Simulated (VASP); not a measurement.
Here is a VASP 6.6.1 calculation.

Contents of INCAR:

```
PREC = Accurate
ENCUT = 520
EDIFF = 1E-6
ISMEAR = -1
SIGMA = 0.05
LREAL = False
LASPH = True
NELM = 150
ALGO = Normal
ISIF = 2
LWAVE = False
LCHARG = False
ISPIN = 2
MAGMOM = 1.5
LORBIT = 11
LMAXMIX = 4
GGA = RE
IVDW = 12
NBANDS = 15
```

KPOINTS

```
regular mesh
0
Gamma
  15 15 15
```

POSCAR

```
Ni
1.0
    0.0000000000      1.7319889223      1.7319889223
    1.7319889223      0.0000000000      1.7319889223
    1.7319889223      1.7319889223      0.0000000000
Ni
1
Direct
    0.0000000000      0.0000000000      0.0000000000
```

Potentials or basis: VASP PAW PBE potentials, release 64 (Ni).

Run with:

```sh
$ cat potpaw_PBE.64/Ni/POTCAR > POTCAR
$ mpirun -np 1 vasp_std > vasp.out
```

Task: What does it give for the net moment?

Result: 0.64 μB per cell.

Task: What does it give for the pressure?

Result: 0.0 GPa.

Task: What does it give for the dispersion energy per atom?

Result: -0.936 eV.

Task: Estimate the site moments.

Result: Ni +0.65 μB.

Caveat: the PAW data sets were made with another functional, which shifts forces and pressure a little.
